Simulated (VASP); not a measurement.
# BaH4 (C2/m) in VASP: further runs

Runs on BaH4. Level: PBE. Tasks: single point, relaxation of cell and atoms.

Everything below comes from runs of VASP 6.6.1. Logs are shortened: lines on timing, memory, paths and dates and some standing lists are left out, and cuts for length are marked.

## 1. The cell of the first run

The structure is monoclinic, space group C2/m (No. 12). Conventional cell: a = 7.576 Å, b = 4.559 Å, c = 4.410 Å, α = 90.00°, β = 122.42°, γ = 90.00°. Ba (site symmetry 2/m) has 20 H at 2.75 to 3.45 Å within 3.6 Å. Within 3.4 Å of H (site symmetry m) lie 14 H at 2.17 to 3.31 Å and 4 Ba at 2.75 to 2.76 Å. H (site symmetry m) has 1 H at 0.77 Å within 1.1 Å.

## 2. Single point, PBE

INCAR

```
SYSTEM = BaH4
PREC     = Accurate       ! precision mode
ENCUT    = 520            ! plane-wave cutoff, eV
EDIFF    = 1E-6           ! SCF threshold, eV
ISMEAR   = 0              ! smearing method
SIGMA    = 0.1            ! smearing width, eV
LREAL    = .FALSE.        ! projectors in reciprocal space
LASPH    = .TRUE.         ! aspherical terms in the spheres
NELM     = 60             ! most SCF steps
ALGO     = Normal         ! electronic algorithm
ISIF     = 2              ! what is computed and relaxed
LWAVE    = .FALSE.        ! write WAVECAR
LCHARG   = .FALSE.        ! write CHGCAR
GGA      = PE             ! functional
NBANDS   = 15             ! bands
```

KPOINTS

```
regular mesh
0
G
  6 6 6
  0 0 0
```

POSCAR

```
BaH4
1.0
    3.7879896281     -2.2794003084      0.0000000000
    3.7879896281      2.2794003084      0.0000000000
   -2.3638133114      0.0000000000      3.7225158053
Ba H
1 4
Direct
    0.0000000000      0.0000000000      0.5000000000
    0.7413169348      0.7413169348      0.7600871634
    0.2586830652      0.2586830652      0.2399128366
    0.5386663378      0.5386663378      0.9687918503
    0.4613336622      0.4613336622      0.0312081497
```

Potentials or basis: VASP PAW PBE potentials, release 64 (Ba_sv, H).

Started as:

```
$ cat potpaw_PBE.64/Ba_sv/POTCAR potpaw_PBE.64/H/POTCAR > POTCAR
$ mpirun -np 1 vasp_std > vasp.out
```

OUTCAR:

```text
SYSTEM = BaH4
   PREC = Accurate
   ENCUT = 520
   EDIFF = 1E-6
   ISMEAR = 0
   LREAL = .FALSE.
   LASPH = .TRUE.
   NELM = 60
   ISIF = 2
   GGA = PE

 ion  position               nearest neighbor table
   1  0.000  0.000  0.500-   2 2.75   3 2.75   2 2.76   2 2.76   3 2.76   3 2.76   3 2.76   2 2.76

   2  0.741  0.741  0.760-   1 2.75   1 2.76   1 2.76   1 2.76
   3  0.259  0.259  0.240-   1 2.75   1 2.76   1 2.76   1 2.76
   4  0.539  0.539  0.969-   5 0.77
   5  0.461  0.461  0.031-   4 0.77

  LATTYP: Found a base centered monoclinic cell.
 ALAT       =     7.5759792562
 B/A-ratio  =     0.6017440733
 C/A-ratio  =     0.5820526397
 COS(beta)  =    -0.5360584348

  Lattice vectors:

 A1 = (   3.7879896281,  -2.2794003084,   0.0000000000)
 A2 = (   3.7879896281,   2.2794003084,   0.0000000000)
 A3 = (  -2.3638133114,   0.0000000000,   3.7225158053)

Analysis of symmetry for initial positions (statically):
=====================================================================
 Subroutine PRICEL returns:
 Original cell was already a primitive cell.

 Routine SETGRP: Setting up the symmetry group for a
 base centered monoclinic supercell.

 Subroutine GETGRP returns: Found  4 space group operations
 (whereof  4 operations were pure point group operations)
 out of a pool of  4 trial point group operations.

The static configuration has the point symmetry C_2h.

Analysis of symmetry for dynamics (positions and initial velocities):
=====================================================================
 Subroutine PRICEL returns:
 Original cell was already a primitive cell.

 Routine SETGRP: Setting up the symmetry group for a
 base centered monoclinic supercell.

 Subroutine GETGRP returns: Found  4 space group operations
 (whereof  4 operations were pure point group operations)
 out of a pool of  4 trial point group operations.

The dynamic configuration has the point symmetry C_2h.

 Subroutine INISYM returns: Found  4 space group operations
 (whereof  4 operations are pure point group operations),
 and found     1 'primitive' translations

----------------------------------------------------------------------------------------

                                     Primitive cell

  volume of cell :      64.2830

  direct lattice vectors                    reciprocal lattice vectors
     3.787989628 -2.279400308  0.000000000     0.131996138 -0.219355941  0.083818107
     3.787989628  2.279400308  0.000000000     0.131996138  0.219355941  0.083818107
    -2.363813311  0.000000000  3.722515805     0.000000000  0.000000000  0.268635528

  length of vectors
     4.420919722  4.420919722  4.409618724     0.269379814  0.269379814  0.268635528

  position of ions in fractional coordinates (direct lattice)
     0.000000000  0.000000000  0.500000000
     0.741316935  0.741316935  0.760087163
     0.258683065  0.258683065  0.239912837
     0.538666338  0.538666338  0.968791850
     0.461333662  0.461333662  0.031208150

  ion indices of the primitive-cell ions
   primitive index   ion index
                 1           1
                 2           2
                 3           3
                 4           4
                 5           5

----------------------------------------------------------------------------------------

 KPOINTS: regular mesh

Automatic generation of k-mesh.
 Grid dimensions read from file:
 generate k-points for:    6    6    6

 Generating k-lattice:

  Cartesian coordinates                     Fractional coordinates (reciprocal lattice)
     0.021999356 -0.036559324  0.013969684     0.166666667  0.000000000  0.000000000
     0.021999356  0.036559324  0.013969684     0.000000000  0.166666667  0.000000000
     0.000000000  0.000000000  0.044772588     0.000000000  0.000000000  0.166666667

  Length of vectors
     0.044896636  0.044896636  0.044772588

  Shift w.r.t. Gamma in fractional coordinates (k-lattice)
     0.000000000  0.000000000  0.000000000

 Subroutine IBZKPT returns following result:
 ===========================================

 Found     68 irreducible k-points:

 Following reciprocal coordinates:
            Coordinates               Weight
  0.000000  0.000000  0.000000      1.000000
  0.166667  0.000000  0.000000      4.000000
  0.333333  0.000000  0.000000      4.000000
  0.500000  0.000000  0.000000      2.000000
  0.166667  0.166667  0.000000      2.000000
  0.333333  0.166667  0.000000      4.000000
[... 16 lines left out ...]
 -0.333333  0.166667  0.166667      4.000000
 -0.166667  0.166667  0.166667      4.000000
 [... further k-points ...]
   k-points           NKPTS =     68   k-points in BZ     NKDIM =     68   number of bands    NBANDS=     15
   number of dos      NEDOS =    301   number of ions     NIONS =      5
   total plane-waves  NPLWV =  46656
   dimension x,y,z NGX =    36 NGY =   36 NGZ =   36
   dimension x,y,z NGXF=    72 NGYF=   72 NGZF=   72
   ions per type =               1   4
[... 32 lines left out ...]
     AMIX_MAG =   1.60;   BMIX_MAG =  1.00
  volume/ion in A,a.u.               =      12.86        86.76
  Fermi-wavevector in a.u.,A,eV,Ry     =   0.984961  1.861306 13.199657  0.970147
  Thomas-Fermi vector in A             =   2.116232
   LORBIT       =      0    0 simple, 1 ext, 2 COOP (PROOUT), +10 PAW based schemes
   GGA     = PE    functional components
   LHFCALC =     F    Hartree Fock is set to
   AEXX    =    0.0000 exact exchange contribution
   IVDW    =     0    specifies the selected vdW correction
   LEPSILON=     F    determine dielectric tensor
   LRPA    =     F    only Hartree local field effects (RPA)
 non-spin polarized calculation
 Gauss-broadening in eV      SIGMA  =   0.10
  energy-cutoff  :      520.00
  volume of cell :       64.28
 maximum number of plane-waves:      1747
 NGX is ok and might be reduce to    36
   NGX = 17   NGY = 17   NGZ = 17

 number of electron      14.0000000 magnetization

 Free energy of the ion-electron system (eV)
  ---------------------------------------------------
  ext. energy  EPLUGINS =         0.00000000
  ---------------------------------------------------
  free energy    TOTEN  =       -16.78632102 eV

  energy without entropy =      -16.78632102  energy(sigma->0) =      -16.78632102

 E-fermi :   0.9582     XC(G=0):  -8.4281

 val. band max:        0.5339018749   @ k =   0.0000   0.0000   0.0000
 cond. band min:       2.9752323204   @ k =   0.0000   0.0000   0.5000
 fundamental gap:      2.4413304455
 Fermi energy:         0.9582193308

 k-point     1 :       0.0000    0.0000    0.0000
  band No.  band energies     occupation
      1     -26.2768      2.00000
      2     -11.2758      2.00000
      3     -11.2748      2.00000
      4     -11.2512      2.00000
      5      -7.1332      2.00000
      6      -1.1009      2.00000
      7       0.5339      2.00000
      8       3.6637      0.00000
      9       3.7098      0.00000
     10       4.1105      0.00000
     11       5.6128      0.00000
     12       5.7001      0.00000
     13       6.1669      0.00000
     14       8.6070      0.00000
     15       8.6757      0.00000

 k-point     2 :       0.1667    0.0000    0.0000
  band No.  band energies     occupation
      1     -26.2662      2.00000
      2     -11.4589      2.00000
      3     -11.2872      2.00000
      4     -11.2703      2.00000
      5      -6.8891      2.00000
      6      -1.1796      2.00000
      7      -0.0151      2.00000
      8       3.8201      0.00000
      9       3.9854      0.00000
     10       4.7558      0.00000
     11       5.1109      0.00000
     12       5.2348      0.00000
     13       7.7747      0.00000
     14       9.4590      0.00000
     15       9.8558      0.00000
[... 365 lines left out ...]
      3     -11.4873      2.00000
      4     -11.3773      2.00000
      5      -6.4920      2.00000
      6      -1.1165      2.00000
      7      -0.8929      2.00000
      8       3.7386      0.00000
      9       4.8324      0.00000
     10       5.3648      0.00000
     11       6.9136      0.00000
     12       7.3029      0.00000
     13       7.7408      0.00000
     14       8.6483      0.00000
     15      10.6739      0.00000

 k-point    24 :      -0.1667    0.1667    0.1667
  band No.  band energies     occupation
      1     -26.2449      2.00000
      2     -11.6701      2.00000
      3     -11.3603      2.00000
      4     -11.3535      2.00000
      5      -6.5822      2.00000
      6      -1.1400      2.00000
      7      -0.7104      2.00000
      8       3.9614      0.00000
      9       4.1432      0.00000
     10       4.9403      0.00000
     11       6.2324      0.00000
     12       6.6174      0.00000
     13       8.1587      0.00000
     14       9.2450      0.00000
     15      10.0073      0.00000

 [... further k-points ...]

------------------------ aborting loop because EDIFF is reached ----------------------------------------

  FORCE on cell =-STRESS in cart. coord.  units (eV):
  Direction    XX          YY          ZZ          XY          YZ          ZX
  --------------------------------------------------------------------------------------
  -------------------------------------------------------------------------------------
  Total        0.1398996      0.1855749      0.1459482      0.0000000      0.0000000     -0.0061479
  in kB        3.4868336      4.6252369      3.6375881      0.0000000      0.0000000     -0.1532297
  external PRESSURE =       3.9165528 kB  Pullay stress =       0.0000000 kB

 VOLUME and BASIS-vectors are now :
 -----------------------------------------------------------------------------
  energy-cutoff  :      520.00
  volume of cell :       64.28
      direct lattice vectors                 reciprocal lattice vectors
     3.787989628 -2.279400308  0.000000000     0.131996138 -0.219355941  0.083818107
     3.787989628  2.279400308  0.000000000     0.131996138  0.219355941  0.083818107
    -2.363813311  0.000000000  3.722515805     0.000000000  0.000000000  0.268635528

 POSITION                                       TOTAL-FORCE (eV/Angst)
 -----------------------------------------------------------------------------------
     -1.18191      0.00000      1.86126         0.000000     -0.000000      0.000000
      3.81950      0.00000      2.82944         0.001370      0.000000     -0.000114
      1.39267      0.00000      0.89308        -0.001370      0.000000      0.000114
      1.79088      0.00000      3.60634         0.009207      0.000000     -0.005752
      3.42128      0.00000      0.11617        -0.009207      0.000000      0.005752
 -----------------------------------------------------------------------------------
    total drift:                                0.000000     -0.000000      0.000000

  FREE ENERGIE OF THE ION-ELECTRON SYSTEM (eV)
  ---------------------------------------------------
  free  energy   TOTEN  =       -16.7863210222 eV

  energy  without entropy=      -16.7863210222  energy(sigma->0) =      -16.78632102
```

Wall time 43 s (1 thread of Intel Xeon 6975P-C (Granite Rapids), shared host); peak memory 0.22 GiB.

Results:

```
Free energy            : -16.7863 eV
Pressure               : 0.4 GPa
Largest force          : 0.011 eV/Å
Band gap on the k mesh : 2.44 eV (least direct gap 2.85 eV)
```

Forces in eV/Å, atoms in the order of the input:
```
Ba   0.000  0.000  0.000
H    0.001  0.000  0.000
H   -0.001  0.000  0.000
H    0.009  0.000 -0.006
H   -0.009  0.000  0.006
```

Caveat: spin-orbit coupling is left out, which moves the levels of the heavy elements. A k mesh can miss the band edges.

## 3. Single point, PBE

INCAR

```
SYSTEM = BaH4
ALGO     = Normal         ! electronic algorithm
EDIFF    = 1E-6           ! SCF threshold, eV
ENCUT    = 520            ! plane-wave cutoff, eV
GGA      = PE             ! functional
ISIF     = 2              ! what is computed and relaxed
ISMEAR   = 0              ! smearing method
LASPH    = .True.         ! aspherical terms in the spheres
LCHARG   = .False.        ! write CHGCAR
LREAL    = .False.        ! projectors in reciprocal space
LWAVE    = .False.        ! write WAVECAR
NBANDS   = 15             ! bands
NELM     = 60             ! most SCF steps
PREC     = Accurate       ! precision mode
SIGMA    = 0.02           ! smearing width, eV
```

KPOINTS

```
k-points
0
Gamma
  6 6 6
  0 0 0
```

POSCAR

```
BaH4
1.0
    3.7841377485     -2.2820829433     -0.0011282488
    3.7841377485      2.2820829433     -0.0011282488
   -2.3625183764      0.0000000000      3.7212393235
Ba H
1 4
Direct
    0.0000000000      0.0000000000      0.5000000000
    0.7415912572      0.7415912572      0.7599528174
    0.2584087428      0.2584087428      0.2400471826
    0.5386548712      0.5386548712      0.9685421304
    0.4613451288      0.4613451288      0.0314578696
```

Potentials or basis: VASP PAW PBE potentials, release 64 (Ba_sv, H).

Started as:

```
$ cat potpaw_PBE.64/Ba_sv/POTCAR potpaw_PBE.64/H/POTCAR > POTCAR
$ mpirun -np 1 vasp_std > vasp.out
```

Wall time 55 s (1 thread of Intel Xeon 6975P-C (Granite Rapids), shared host); peak memory 0.22 GiB.

It converged, with:

```yaml
Free_energy: -16.7863 eV
Pressure: 0.4 GPa
Largest_force: 0.016 eV/Å
Band_gap_on_the_k_mesh: 2.45 eV (least direct gap 2.86 eV)
```

Forces in eV/Å, atoms in the order of the input:
```
Ba   0.000  0.000  0.000
H   -0.006  0.000  0.001
H    0.006  0.000 -0.001
H   -0.016  0.000  0.000
H    0.016  0.000  0.000
```

Levels at points of the mesh, in eV from the valence-band top:
```csv
k point,band 3,band 4,band 5,band 6,band 7,band 8,band 9,band 10,band 11,band 12
"(0.00, 0.00, 0.00)",-11.81,-11.78,-7.66,-1.63,0.00,3.13,3.17,3.59,5.09,5.16
"(0.50, 0.00, 0.00)",-11.85,-11.85,-6.78,-2.57,-0.41,2.51,2.88,5.97,6.06,6.81
"(0.50, 0.50, 0.00)",-11.99,-11.95,-7.24,-1.96,-1.11,4.31,5.20,5.99,6.26,6.58
"(0.00, 0.00, 0.50)",-11.85,-11.85,-6.79,-2.53,-0.41,2.45,2.93,5.96,5.98,6.88
"(0.50, 0.00, 0.50)",-12.00,-11.95,-7.24,-2.00,-1.06,4.31,5.06,5.94,6.25,6.58
"(0.50, 0.50, 0.50)",-11.89,-11.88,-6.78,-2.96,-0.42,2.73,2.78,6.03,6.40,6.42
```

Caveat: spin-orbit coupling is left out, which moves the levels of the heavy elements. A k mesh can miss the band edges.

## 4. Relaxation of cell and atoms, PBE

INCAR

```
SYSTEM = BaH4
ALGO     = Normal         ! electronic algorithm
EDIFF    = 1E-6           ! SCF threshold, eV
EDIFFG   = -0.01          ! ionic threshold
ENCUT    = 600            ! plane-wave cutoff, eV
GGA      = PE             ! functional
IBRION   = 2              ! ionic algorithm
ISIF     = 3              ! what is computed and relaxed
ISMEAR   = 0              ! smearing method
LASPH    = .True.         ! aspherical terms in the spheres
LCHARG   = .False.        ! write CHGCAR
LREAL    = .False.        ! projectors in reciprocal space
LWAVE    = .False.        ! write WAVECAR
NELM     = 60             ! most SCF steps
NSW      = 100            ! ionic steps
PREC     = Accurate       ! precision mode
SIGMA    = 0.02           ! smearing width, eV
```

KPOINTS is that of step 3.

POSCAR

```
BaH4
1.0
    3.7879896281     -2.2794003084      0.0000000000
    3.7879896281      2.2794003084      0.0000000000
   -2.3638133114      0.0000000000      3.7225158053
Ba H
1 4
Direct
    0.0000000000      0.0000000000      0.5000000000
    0.7413169348      0.7413169348      0.7600871634
    0.2586830652      0.2586830652      0.2399128366
    0.5386663378      0.5386663378      0.9687918503
    0.4613336622      0.4613336622      0.0312081497
```

Started as:

```
$ cat potpaw_PBE.64/Ba_sv/POTCAR potpaw_PBE.64/H/POTCAR > POTCAR
$ mpirun -np 1 vasp_std > vasp.out
```

It took 1.7 min on 1 thread of Intel Xeon 6975P-C (Granite Rapids), shared host; peak memory 0.24 GiB.

Results (log left out):

- Free energy: -16.7904 eV
- Relaxed volume: 13.05 Å³/atom
- Relaxed cell: a = 4.442 Å, b = 4.442 Å, c = 4.431 Å, α = 117.33°, β = 117.33°, γ = 62.16°
- Space group after relaxing (to 0.1 Å): R-3m (No. 166)
- Energy gained by relaxing: 0.3 meV/atom
- Ionic steps: 7
- Pressure after relaxing: 0.0 GPa
- Largest force after relaxing: 0.008 eV/Å
- Band gap on the k mesh: 2.46 eV (least direct gap 2.89 eV)

Forces in eV/Å, atoms in the order of the input:
```
Ba   0.000  0.000  0.000
H    0.004  0.000 -0.002
H   -0.004  0.000  0.002
H    0.005  0.000 -0.006
H   -0.005  0.000  0.006
```

The path:
| step | energy change (eV) | largest force (eV/Å) | pressure (GPa) | volume (Å³) |
| --- | --- | --- | --- | --- |
| 1 | 0.0000 | 0.0040 | 0.48 | 64.28 |
| 2 | -0.0008 | 0.0474 | 0.24 | 64.64 |
| 3 | -0.0012 | 0.0803 | 0.12 | 64.88 |
| 4 | -0.0012 | 0.1457 | -0.16 | 65.37 |
| 5 | -0.0013 | 0.1070 | 0.03 | 65.08 |
| 6 | -0.0015 | 0.0344 | 0.02 | 65.30 |
| 7 | -0.0015 | 0.0077 | 0.03 | 65.26 |

Final structure:
```
CELL_PARAMETERS angstrom
3.80447 -2.29300 -0.00037
3.80447 2.29300 -0.00037
-2.37446 0.00000 3.74068
ATOMIC_POSITIONS crystal
Ba 0.00000 0.00000 0.50000
H 0.74134 0.74134 0.76008
H 0.25866 0.25866 0.23992
H 0.53842 0.53842 0.96884
H 0.46158 0.46158 0.03116
```

Levels at points of the mesh, in eV from the valence-band top:
```csv
k point,band 3,band 4,band 5,band 6,band 7,band 8,band 9,band 10,band 11
"(0.00, 0.00, 0.00)",-11.86,-11.83,-7.63,-1.65,0.00,3.12,3.16,3.57,5.04
"(0.50, 0.00, 0.00)",-11.90,-11.89,-6.79,-2.53,-0.43,2.52,2.88,5.90,6.00
"(0.50, 0.50, 0.00)",-12.03,-11.99,-7.21,-1.93,-1.14,4.25,5.17,5.93,6.19
"(0.00, 0.00, 0.50)",-11.90,-11.89,-6.79,-2.50,-0.43,2.46,2.93,5.89,5.92
"(0.50, 0.00, 0.50)",-12.04,-12.00,-7.21,-1.96,-1.08,4.25,5.03,5.89,6.18
"(0.50, 0.50, 0.50)",-11.94,-11.93,-6.78,-2.92,-0.44,2.73,2.78,5.98,6.32
```

Caveat: spin-orbit coupling is left out, which moves the levels of the heavy elements. A k mesh can miss the band edges.

## 5. Summary

```tsv
task	cell	cutoff (eV)	smearing	gap on the mesh (eV)	pressure (GPa)	largest force (eV/Å)
single point	a = 4.421, b = 4.421, c = 4.410 Å, angles 117.3, 117.3, 62.1°, 5 atoms	520	gaussian 0.1 eV	2.44	0.4	0.01
single point	a = 4.419, b = 4.419, c = 4.408 Å, angles 117.3, 117.3, 62.2°, 5 atoms	520	gaussian 0.02 eV	2.45	0.4	0.02
relaxation of cell and atoms	relaxed from a = 4.421, b = 4.421, c = 4.410 Å, angles 117.3, 117.3, 62.1°, 5 atoms	600	gaussian 0.02 eV	2.46	0.0	0.01
```

Alike in all rows: level PBE; potentials or basis VASP PAW PBE potentials, release 64 (Ba_sv, H); no spin polarisation; k mesh 6 × 6 × 6.

Caveats: spin-orbit coupling is left out, which moves the levels of the heavy elements.

Absolute energies hang on the potentials; compare differences alone.
